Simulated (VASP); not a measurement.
A run of VASP 6.6.1 is set up as follows.

The input INCAR:

```
  PREC = Accurate
  ENCUT = 500
  EDIFF = 1E-8
  ISMEAR = 0
  SIGMA = 0.01
  LREAL = F
  LASPH = T
  NELM = 120
  ALGO = Normal
  ISIF = 2
  LWAVE = F
  LCHARG = F
  GGA = PE
  NBANDS = 11
  IBRION = 8
  NSW = 1
  GGA_COMPAT = F
```

Contents of KPOINTS:

```
regular mesh
0
Gamma
  12 12 12
```

Contents of POSCAR:

```
Si
1.0
    0.0000000000      2.7507277814      2.7507277814
    2.7507277814      0.0000000000      2.7507277814
    2.7507277814      2.7507277814      0.0000000000
Si
2
Direct
    0.0000000000      0.0000000000      0.0000000000
    0.2500000000      0.2500000000      0.2500000000
```

Potentials or basis: VASP PAW PBE potentials, release 64 (Si).

The run is started by

```console
$ cat potpaw_PBE.64/Si/POTCAR > POTCAR
$ mpirun -np 1 vasp_std > vasp.out
```

(1) Predict the highest phonon frequency at Γ.

## Answers

(1) 494 cm⁻¹.

Caveat: the cell wasn't relaxed at this level first, which shifts response properties.
